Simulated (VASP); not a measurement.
# BaO (Fm-3m) in VASP: further runs

Runs on BaO. Level: HSE06. Tasks: single point.

All numbers are computed with VASP 6.6.1; they aren't measurements. Logs are shortened: lines on timing, memory, paths and dates and some standing lists are left out, and cuts for length are marked.

## Step 1: The cell of the first run

It takes space group Fm-3m (No. 225, cubic). The conventional cell has a = 5.544 Å, b = 5.544 Å, c = 5.544 Å, α = 90.00°, β = 90.00°, γ = 90.00°. Within 3.7 Å of Ba (site symmetry m-3m) lie 6 O at 2.77 Å. O (site symmetry m-3m) has 6 Ba at 2.77 Å within 3.7 Å.

## Step 2: Single point, HSE06

Input file POSCAR:

```
BaO
1.0
    0.0000000000      2.7719428463      2.7719428463
    2.7719428463      0.0000000000      2.7719428463
    2.7719428463      2.7719428463      0.0000000000
Ba O
1 1
Direct
    0.0000000000      0.0000000000      0.0000000000
    0.5000000000      0.5000000000      0.5000000000
```

Input file INCAR.step1:

```
SYSTEM = BaO
PREC = Accurate ; ENCUT = 520
EDIFF = 1E-5 ; ISMEAR = 0
SIGMA = 0.01 ; LREAL = .False.
LASPH = .True. ; NELM = 120
ALGO = Normal ; ISIF = 2
LWAVE = .True. ; LCHARG = .False.
GGA = PE ; NBANDS = 15
GGA_COMPAT = .False.
```

Input file INCAR.step2:

```
SYSTEM = BaO
PREC = Accurate ; ENCUT = 520
EDIFF = 1E-6 ; ISMEAR = 0
SIGMA = 0.01 ; LREAL = .False.
LASPH = .True. ; NELM = 120
ALGO = Normal ; ISIF = 2
LWAVE = .False. ; LCHARG = .False.
GGA = PE ; LHFCALC = .True.
HFSCREEN = 0.2079 ; PRECFOCK = Normal
ISTART = 1 ; NBANDS = 15
GGA_COMPAT = .False.
```

Input file KPOINTS:

```
regular mesh
0
Gamma
  6 6 6
  0 0 0
```

Potentials or basis: VASP PAW PBE potentials, release 64 (Ba_sv, O).

On the command line:

```bash
$ cat potpaw_PBE.64/Ba_sv/POTCAR potpaw_PBE.64/O/POTCAR > POTCAR
$ cp INCAR.step1 INCAR
$ mpirun -np 1 vasp_std > vasp.out
$ cp INCAR.step2 INCAR
$ mpirun -np 1 vasp_std > vasp.out
```

OUTCAR:

```text
SYSTEM = BaO
   PREC = Accurate
   ENCUT = 520
   EDIFF = 1E-6
   ISMEAR = 0
   LREAL = .False.
   LASPH = .True.
   NELM = 120
   ISIF = 2
   GGA = PE
   LHFCALC = .True.
   HFSCREEN = 0.2079
   PRECFOCK = Normal
   ISTART = 1

 ion  position               nearest neighbor table
   1  0.000  0.000  0.000-   2 2.77   2 2.77   2 2.77   2 2.77   2 2.77   2 2.77
   2  0.500  0.500  0.500-   1 2.77   1 2.77   1 2.77   1 2.77   1 2.77   1 2.77

  LATTYP: Found a face centered cubic cell.
 ALAT       =     5.5438856926

  Lattice vectors:

 A1 = (   0.0000000000,   2.7719428463,   2.7719428463)
 A2 = (   2.7719428463,   0.0000000000,   2.7719428463)
 A3 = (   2.7719428463,   2.7719428463,   0.0000000000)

Analysis of symmetry for initial positions (statically):
=====================================================================
 Subroutine PRICEL returns:
 Original cell was already a primitive cell.

 Routine SETGRP: Setting up the symmetry group for a
 face centered cubic supercell.

 Subroutine GETGRP returns: Found 48 space group operations
 (whereof 48 operations were pure point group operations)
 out of a pool of 48 trial point group operations.

The static configuration has the point symmetry O_h .

Analysis of symmetry for dynamics (positions and initial velocities):
=====================================================================
 Subroutine PRICEL returns:
 Original cell was already a primitive cell.

 Routine SETGRP: Setting up the symmetry group for a
 face centered cubic supercell.

 Subroutine GETGRP returns: Found 48 space group operations
 (whereof 48 operations were pure point group operations)
 out of a pool of 48 trial point group operations.

The dynamic configuration has the point symmetry O_h .

 Subroutine INISYM returns: Found 48 space group operations
 (whereof 48 operations are pure point group operations),
 and found     1 'primitive' translations

----------------------------------------------------------------------------------------

                                     Primitive cell

  volume of cell :      42.5974

  direct lattice vectors                    reciprocal lattice vectors
     0.000000000  2.771942846  2.771942846    -0.180378899  0.180378899  0.180378899
     2.771942846  0.000000000  2.771942846     0.180378899 -0.180378899  0.180378899
     2.771942846  2.771942846  0.000000000     0.180378899  0.180378899 -0.180378899

  length of vectors
     3.920119167  3.920119167  3.920119167     0.312425418  0.312425418  0.312425418

  position of ions in fractional coordinates (direct lattice)
     0.000000000  0.000000000  0.000000000
     0.500000000  0.500000000  0.500000000

  ion indices of the primitive-cell ions
   primitive index   ion index
                 1           1
                 2           2

----------------------------------------------------------------------------------------

 KPOINTS: regular mesh

Automatic generation of k-mesh.
 Grid dimensions read from file:
 generate k-points for:    6    6    6

 Generating k-lattice:

  Cartesian coordinates                     Fractional coordinates (reciprocal lattice)
    -0.030063150  0.030063150  0.030063150     0.166666667  0.000000000  0.000000000
     0.030063150 -0.030063150  0.030063150     0.000000000  0.166666667  0.000000000
     0.030063150  0.030063150 -0.030063150     0.000000000  0.000000000  0.166666667

  Length of vectors
     0.052070903  0.052070903  0.052070903

  Shift w.r.t. Gamma in fractional coordinates (k-lattice)
     0.000000000  0.000000000  0.000000000

 Subroutine IBZKPT returns following result:
 ===========================================

 Found     16 irreducible k-points:

 Following reciprocal coordinates:
            Coordinates               Weight
  0.000000  0.000000  0.000000      1.000000
  0.166667  0.000000  0.000000      8.000000
  0.333333  0.000000  0.000000      8.000000
  0.500000  0.000000  0.000000      4.000000
  0.166667  0.166667  0.000000      6.000000
  0.333333  0.166667  0.000000     24.000000
[... 8 lines left out ...]
 -0.333333  0.333333  0.166667     24.000000
 -0.333333  0.500000  0.166667     12.000000
   k-points           NKPTS =     16   k-points in BZ     NKDIM =    216   number of bands    NBANDS=     15
   number of dos      NEDOS =    301   number of ions     NIONS =      2
   total plane-waves  NPLWV =  27000
   dimension x,y,z NGX =    30 NGY =   30 NGZ =   30
   dimension x,y,z NGXF=    60 NGYF=   60 NGZF=   60
   ions per type =               1   1
   NGX,Y,Z   is equivalent  to a cutoff of  12.72, 12.72, 12.72 a.u.
   NGXF,Y,Z  is equivalent  to a cutoff of  25.45, 25.45, 25.45 a.u.
 SYSTEM =  BaO
   PREC   = accura    normal or accurate (medium, high low for compatibility)
   ISTART =      1    job   : 0-new  1-cont  2-samecut
   ICHARG =      0    charge: 1-file 2-atom 10-const
   ISPIN  =      1    spin polarized calculation?
   LNONCOLLINEAR =      F non collinear calculations
   LSORBIT =      F    spin-orbit coupling
   LASPH  =      T    aspherical Exc in radial PAW
   ENCUT  =  520.0 eV  38.22 Ry    6.18 a.u.   7.29  7.29  7.29*2*pi/ulx,y,z
   NELM   =    120;   NELMIN=  2; NELMDL=  0     # of ELM steps
   EDIFF  = 0.1E-05   stopping-criterion for ELM
   LREAL  =      F    real-space projection
   EDIFFG = 0.1E-04   stopping-criterion for IOM
   NSW    =      0    number of steps for IOM
   IBRION =     -1    ionic relax: 0-MD 1-quasi-New 2-CG
   NFREE  =      0    steps in history (QN), initial steepest desc. (CG)
   ISIF   =      2    stress and relaxation
   ISYM   =      3    0-nonsym 1-usesym 2-fastsym
   POTIM  = 0.5000    time-step for ionic-motion
   TEBEG  =    0.0;   TEEND  =   0.0 temperature during run
   PSTRESS=    0.0 pullay stress
   NELECT =      16.0000    total number of electrons
   NUPDOWN=      -1.0000    fix difference up-down
   EMIN   =  10.00;   EMAX   =-10.00  energy-range for DOS
   EFERMI =   0.00;   METHOD = LEGACY
   ISMEAR =     0;   SIGMA  =   0.01  broadening in eV -4-tet -1-fermi 0-gaus
   EFERMI_NEDOS =   21; number of points for ismear=-14 and -15
   IALGO  =     38    algorithm
   IMIX   =      1    mixing-type and parameters
     AMIX     =   0.40;   BMIX     =  1.00
     AMIX_MAG =   1.60;   BMIX_MAG =  1.00
  volume/ion in A,a.u.               =      21.30       143.73
  Fermi-wavevector in a.u.,A,eV,Ry     =   1.181192  2.232130 18.983051  1.395215
  Thomas-Fermi vector in A             =   2.317470
   LORBIT       =      0    0 simple, 1 ext, 2 COOP (PROOUT), +10 PAW based schemes
   GGA     = PE    functional components
   LHFCALC =     T    Hartree Fock is set to
   PRECFOCK=normal    Normal, Fast or Accurate (Low or Medium for compatibility)
   ENCUT4O =  -1.0   cutoff for four orbital integrals eV
   NKREDX  =     1    reduce k-point grid by
   NKREDY  =     1    reduce k-point grid by
   NKREDZ  =     1    reduce k-point grid by
   AEXX    =    0.2500 exact exchange contribution
   HFSCREEN=    0.2079 screening length (either q_TF or 0.3 A-1)
   HFSCREENC=   0.2079 screening length for correlation (either q_TF or 0.3 A-1)
   ENCUTFOCK=  -1.0 apply spherical cutoff to Coloumb kernel
   IVDW    =     0    specifies the selected vdW correction
   LEPSILON=     F    determine dielectric tensor
   LRPA    =     F    only Hartree local field effects (RPA)
 non-spin polarized calculation
 Gauss-broadening in eV      SIGMA  =   0.01
  energy-cutoff  :      520.00
  volume of cell :       42.60
 maximum number of plane-waves:      1167
 NGX is ok and might be reduce to    30
  NGX = 24; NGY = 24; NGZ = 24

 number of electron      15.9999999 magnetization

 Free energy of the ion-electron system (eV)
  ---------------------------------------------------
  ext. energy  EPLUGINS =         0.00000000
  ---------------------------------------------------
  free energy    TOTEN  =       -13.86026428 eV

  energy without entropy =      -13.86026428  energy(sigma->0) =      -13.86026428

 E-fermi :   1.0509     XC(G=0):  -7.9447

 val. band max:        0.9094642725   @ k =   0.5000   0.5000   0.0000
 cond. band min:       4.1648914442   @ k =   0.5000   0.5000   0.0000
 fundamental gap:      3.2554271717
 Fermi energy:         1.0508833717

 k-point     1 :       0.0000    0.0000    0.0000
  band No.  band energies     occupation
      1     -26.5006      2.00000
      2     -15.6004      2.00000
      3      -9.9187      2.00000
      4      -9.9187      2.00000
      5      -9.9187      2.00000
      6       0.5211      2.00000
      7       0.5211      2.00000
      8       0.5211      2.00000
      9       5.7704      0.00000
     10       7.0163      0.00000
     11       7.0163      0.00000
     12       7.0163      0.00000
     13       9.3505      0.00000
     14       9.3505      0.00000
     15      12.2939      0.00000

 k-point     2 :       0.1667    0.0000    0.0000
  band No.  band energies     occupation
      1     -26.4319      2.00000
      2     -15.7736      2.00000
      3      -9.9928      2.00000
      4      -9.9475      2.00000
      5      -9.9475      2.00000
      6      -0.0104      2.00000
      7       0.1786      2.00000
      8       0.1786      2.00000
      9       6.6817      0.00000
     10       7.0228      0.00000
     11       7.5469      0.00000
     12       7.5469      0.00000
     13      10.0771      0.00000
     14      10.0771      0.00000
     15      13.9568      0.00000

 k-point     3 :       0.3333    0.0000    0.0000
  band No.  band energies     occupation
      1     -26.2889      2.00000
      2     -16.1241      2.00000
      3     -10.1287      2.00000
      4     -10.0032      2.00000
      5     -10.0032      2.00000
      6      -0.8261      2.00000
      7      -0.4108      2.00000
      8      -0.4108      2.00000
      9       6.9334      0.00000
     10       8.8351      0.00000
     11       8.8351      0.00000
     12       9.2344      0.00000
     13      11.7194      0.00000
     14      11.7194      0.00000
     15      16.3532      0.00000

 k-point     4 :       0.5000    0.0000    0.0000
  band No.  band energies     occupation
      1     -26.2145      2.00000
      2     -16.3017      2.00000
      3     -10.1910      2.00000
      4     -10.0301      2.00000
      5     -10.0301      2.00000
      6      -1.1693      2.00000
      7      -0.6709      2.00000
      8      -0.6709      2.00000
      9       7.2648      0.00000
     10       9.6509      0.00000
     11       9.6509      0.00000
     12      10.4815      0.00000
     13      13.1796      0.00000
     14      13.1796      0.00000
     15      15.9276      0.00000
[... 163 lines left out ...]
 k-point    14 :       0.5000    0.3333    0.1667
  band No.  band energies     occupation
      1     -26.2022      2.00000
      2     -16.0416      2.00000
      3     -10.6344      2.00000
      4     -10.6094      2.00000
      5     -10.0771      2.00000
      6      -0.4129      2.00000
      7      -0.1815      2.00000
      8       0.5536      2.00000
      9       5.9019      0.00000
     10       8.4672      0.00000
     11       9.5998      0.00000
     12      10.3634      0.00000
     13      11.8498      0.00000
     14      13.6265      0.00000
     15      15.4194      0.00000

 k-point    15 :      -0.3333    0.3333    0.1667
  band No.  band energies     occupation
      1     -26.1552      2.00000
      2     -16.0654      2.00000
      3     -10.8283      2.00000
      4     -10.8222      2.00000
      5     -10.0211      2.00000
      6      -0.6164      2.00000
      7       0.3169      2.00000
      8       0.3428      2.00000
      9       7.0606      0.00000
     10       7.3155      0.00000
     11       9.8012      0.00000
     12      11.0868      0.00000
     13      12.5627      0.00000
     14      14.4220      0.00000
     15      15.0624      0.00000

 k-point    16 :      -0.3333    0.5000    0.1667
  band No.  band energies     occupation
      1     -26.1369      2.00000
      2     -15.9334      2.00000
      3     -11.2838      2.00000
      4     -10.8061      2.00000
      5     -10.1407      2.00000
      6      -0.2298      2.00000
      7       0.6662      2.00000
      8       0.7862      2.00000
      9       5.5076      0.00000
     10       8.5799      0.00000
     11       9.0902      0.00000
     12      12.1328      0.00000
     13      12.3460      0.00000
     14      14.6390      0.00000
     15      14.9260      0.00000

------------------------ aborting loop because EDIFF is reached ----------------------------------------

  FORCE on cell =-STRESS in cart. coord.  units (eV):
  Direction    XX          YY          ZZ          XY          YZ          ZX
  --------------------------------------------------------------------------------------
  -------------------------------------------------------------------------------------
  Total        0.2897144      0.2897144      0.2897144     -0.0000000     -0.0000000     -0.0000000
  in kB       10.8967715     10.8967715     10.8967715     -0.0000000     -0.0000000     -0.0000000
  external PRESSURE =      10.8967715 kB  Pullay stress =       0.0000000 kB

 VOLUME and BASIS-vectors are now :
 -----------------------------------------------------------------------------
  energy-cutoff  :      520.00
  volume of cell :       42.60
      direct lattice vectors                 reciprocal lattice vectors
     0.000000000  2.771942846  2.771942846    -0.180378899  0.180378899  0.180378899
     2.771942846  0.000000000  2.771942846     0.180378899 -0.180378899  0.180378899
     2.771942846  2.771942846  0.000000000     0.180378899  0.180378899 -0.180378899

 POSITION                                       TOTAL-FORCE (eV/Angst)
 -----------------------------------------------------------------------------------
      0.00000      0.00000      0.00000        -0.000000     -0.000000     -0.000000
      2.77194      2.77194      2.77194         0.000000      0.000000      0.000000
 -----------------------------------------------------------------------------------
    total drift:                               -0.000000     -0.000000     -0.000000

  FREE ENERGIE OF THE ION-ELECTRON SYSTEM (eV)
  ---------------------------------------------------
  free  energy   TOTEN  =       -13.8602642808 eV

  energy  without entropy=      -13.8602642808  energy(sigma->0) =      -13.86026428
```

Wall time 35 min (1 thread of Intel Xeon Platinum 8259CL at 2.50GHz (Skylake/Cascade Lake), shared host); peak memory 0.29 GiB.

What came out:

- Free energy: -13.8603 eV
- Pressure: 1.1 GPa
- Band gap on the k mesh: 3.26 eV

Caveat: the PAW data sets were made with another functional, which shifts forces and pressure a little; spin-orbit coupling is left out, which moves the levels of the heavy elements.

## Step 3: Single point, HSE06, non-collinear spin, zero start, spin-orbit coupling

POSCAR is that of step 2.

Input file INCAR.step1:

```
ALGO = Normal
EDIFF = 1E-5
ENCUT = 520
GGA = PE
GGA_COMPAT = F
ISIF = 2
ISMEAR = 0
LASPH = T
LORBIT = 11
LORBMOM = T
LREAL = F
LSORBIT = T
LWAVE = T
MAGMOM = 0 0 0 0 0 0
NBANDS = 28
NELM = 200
PREC = Accurate
SIGMA = 0.01
```

Input file INCAR.step2:

```
ALGO = Normal
EDIFF = 1E-6
ENCUT = 520
GGA = PE
GGA_COMPAT = F
HFSCREEN = 0.2079
ISIF = 2
ISMEAR = 0
ISTART = 1
LASPH = T
LCHARG = T
LHFCALC = T
LORBIT = 11
LORBMOM = T
LREAL = F
LSORBIT = T
LVHAR = T
LWAVE = F
MAGMOM = 0 0 0 0 0 0
NBANDS = 28
NELM = 200
PREC = Accurate
PRECFOCK = Normal
SIGMA = 0.01
```

Input file KPOINTS:

```
k-points
0
Gamma
  4 4 4
```

Potentials or basis: VASP PAW PBE potentials, release 64 (Ba_sv, O).

On the command line:

```bash
$ cat potpaw_PBE.64/Ba_sv/POTCAR potpaw_PBE.64/O/POTCAR > POTCAR
$ cp INCAR.step1 INCAR
$ mpirun -np 1 vasp_ncl > vasp.out
$ cp INCAR.step2 INCAR
$ mpirun -np 1 vasp_ncl > vasp.out
```

Wall time 23 min (1 thread of Intel Xeon Platinum 8488C (Sapphire Rapids), shared host); peak memory 0.4 GiB.

Results (log left out):

```
Free energy                                           : -14.0507 eV
Pressure                                              : 1.1 GPa
Net moment                                            : 0.00 μB per cell
Valence electrons inside the program's atomic spheres : Ba 7.94; O 4.97
```

Moments on the atoms (μB; x, y, z):
```
Ba  0.00 0.00 0.00
O   0.00 0.00 0.00
```

Caveat: the k points lie up to 0.49 Å⁻¹ apart; the PAW data sets were made with another functional, which shifts forces and pressure a little.

## Step 4: Single point, HSE06

This run uses another cell than the first one, of 21.16 Å³/atom.

Input file POSCAR:

```
BaO
1.0
    0.0000000000      2.7660152111      2.7660152111
    2.7660152111      0.0000000000      2.7660152111
    2.7660152111      2.7660152111      0.0000000000
Ba O
1 1
Direct
    0.0000000000      0.0000000000      0.0000000000
    0.5000000000      0.5000000000      0.5000000000
```

Input file INCAR.step1:

```
ALGO     = Normal         # electronic algorithm
EDIFF    = 1E-5           # SCF threshold, eV
ENCUT    = 520            # plane-wave cutoff, eV
GGA      = PE             # functional
GGA_COMPAT= False        
ISIF     = 2              # what is computed and relaxed
ISMEAR   = -1             # smearing method
LASPH    = True           # aspherical terms in the spheres
LREAL    = False          # projectors in reciprocal space
LWAVE    = True           # write WAVECAR
NBANDS   = 15             # bands
NELM     = 120            # most SCF steps
PREC     = Accurate       # precision mode
SIGMA    = 0.02           # smearing width, eV
```

Input file INCAR.step2:

```
ALGO     = Normal         # electronic algorithm
EDIFF    = 1E-6           # SCF threshold, eV
ENCUT    = 520            # plane-wave cutoff, eV
GGA      = PE             # functional
GGA_COMPAT= False        
HFSCREEN = 0.2079         # screening, 1/A
ISIF     = 2              # what is computed and relaxed
ISMEAR   = -1             # smearing method
ISTART   = 1            
LASPH    = True           # aspherical terms in the spheres
LCHARG   = True           # write CHGCAR
LELF     = True           # ELF
LHFCALC  = True           # exact exchange
LREAL    = False          # projectors in reciprocal space
LVHAR    = True         
LWAVE    = False          # write WAVECAR
NBANDS   = 15             # bands
NELM     = 120            # most SCF steps
PREC     = Accurate       # precision mode
PRECFOCK = Normal       
SIGMA    = 0.02           # smearing width, eV
```

Input file KPOINTS:

```
k-points
0
Gamma
  6 6 6
```

On the command line:

```bash
$ cat potpaw_PBE.64/Ba_sv/POTCAR potpaw_PBE.64/O/POTCAR > POTCAR
$ cp INCAR.step1 INCAR
$ mpirun -np 1 vasp_std > vasp.out
$ cp INCAR.step2 INCAR
$ mpirun -np 1 vasp_std > vasp.out
```

Wall time 39 min (1 thread of AMD EPYC 7R43 (Zen 3), shared host); peak memory 0.26 GiB.

The run converged. Its results:

```
Free energy            : -13.8579 eV
Pressure               : 1.6 GPa
Band gap on the k mesh : 3.23 eV
```

Levels at points of the mesh, in eV from the valence-band top:
```tsv
k point	band 4	band 5	band 6	band 7	band 8	band 9	band 10	band 11	band 12	band 13
(0.00, 0.00, 0.00)	-10.82	-10.82	-0.41	-0.41	-0.41	4.89	6.10	6.10	6.10	8.45
(0.50, 0.00, 0.00)	-10.93	-10.93	-2.11	-1.61	-1.61	6.36	8.76	8.76	9.61	12.32
(0.50, 0.50, 0.00)	-11.45	-11.45	-0.19	-0.19	0.00	3.23	7.48	10.52	10.99	11.46
```

Caveat: the PAW data sets were made with another functional, which shifts forces and pressure a little; spin-orbit coupling is left out, which moves the levels of the heavy elements.

## Step 5: The runs side by side

| spin | cell | k mesh | smearing | gap on the mesh (eV) | pressure (GPa) |
| --- | --- | --- | --- | --- | --- |
| off | a = 3.920 Å, angles 60.0°, 2 atoms | 6 × 6 × 6 | gaussian 0.01 eV | 3.26 | 1.1 |
| non-collinear, zero start, SOC | a = 3.920 Å, angles 60.0°, 2 atoms | 4 × 4 × 4 | gaussian 0.01 eV | - | 1.1 |
| off | a = 3.912 Å, angles 60.0°, 2 atoms | 6 × 6 × 6 | fermi-dirac 0.02 eV | 3.23 | 1.6 |

Alike in all rows: task single point; level HSE06; potentials or basis VASP PAW PBE potentials, release 64 (Ba_sv, O); cutoff (eV) 520.

Caveats: some runs use coarse meshes; the PAW data sets were made with another functional, which shifts forces and pressure a little; spin-orbit coupling is left out, which moves the levels of the heavy elements (at least some runs).

Absolute energies hang on the potentials; compare differences alone.
